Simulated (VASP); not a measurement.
The system is As3Se2.

```
As Se
1.0
     3.63712    2.09990    5.22330
    -3.63712    2.09990    5.22330
     0.00000   -4.19979    5.22330
As Se
6 4
Direct
  0.06784 0.43216 0.75000
  0.75000 0.06784 0.43216
  0.43216 0.75000 0.06784
  0.93216 0.56784 0.25000
  0.25000 0.93216 0.56784
  0.56784 0.25000 0.93216
  0.86329 0.86329 0.86329
  0.63671 0.63671 0.63671
  0.13671 0.13671 0.13671
  0.36329 0.36329 0.36329
```

```yaml
Program: VASP 6.6.1
Task: relaxation of cell and atoms
Functional: PBE
Potentials_or_basis: VASP PAW PBE potentials, release 64 (As, Se)
Cutoff: 600 eV
k_mesh: 6 × 6 × 6
Occupations: gaussian, width 0.1 eV
Spin: no spin polarisation
```

At the start: pressure 0.3 GPa; volume 23.94 Å³/atom.

Task: Where does the relaxation end?

Result: Over 15 steps the energy falls by 4.7 meV/atom and the volume is 23.53 Å³/atom (-1.7 %); space group R-3c (No. 167, to 0.1 Å) before and after.

Step by step:
| step | energy change (eV) | largest force (eV/Å) | pressure (GPa) | volume (Å³) |
| --- | --- | --- | --- | --- |
| 1 | 0.0000 | 0.0576 | 0.27 | 239.36 |
| 2 | -0.0108 | 0.0252 | -0.25 | 240.73 |
| 3 | -0.0128 | 0.0375 | -0.59 | 241.67 |
| 4 | -0.0209 | 0.0425 | -0.44 | 240.40 |
| 5 | -0.0299 | 0.1113 | -0.09 | 237.57 |
| 6 | -0.0302 | 0.1265 | -0.01 | 236.99 |
| 7 | -0.0338 | 0.1077 | 0.06 | 236.56 |
| 8 | -0.0408 | 0.0493 | 0.30 | 235.27 |
| 9 | -0.0372 | 0.0707 | 0.83 | 232.67 |
| 10 | -0.0423 | 0.0090 | 0.48 | 234.36 |
| 11 | -0.0444 | 0.0008 | 0.33 | 234.79 |
| 12 | -0.0468 | 0.0200 | -0.04 | 235.88 |
| 13 | -0.0469 | 0.0173 | -0.04 | 235.81 |
| 14 | -0.0473 | 0.0087 | -0.04 | 235.63 |
| 15 | -0.0474 | 0.0089 | -0.04 | 235.26 |

Final structure:
```
CELL_PARAMETERS angstrom
3.71284 2.14361 4.92663
-3.71284 2.14361 4.92663
0.00000 -4.28722 4.92663
ATOMIC_POSITIONS crystal
As 0.07194 0.42806 0.75000
As 0.75000 0.07194 0.42806
As 0.42806 0.75000 0.07194
As 0.92806 0.57194 0.25000
As 0.25000 0.92806 0.57194
As 0.57194 0.25000 0.92806
Se 0.86601 0.86601 0.86601
Se 0.63399 0.63399 0.63399
Se 0.13399 0.13399 0.13399
Se 0.36601 0.36601 0.36601
```
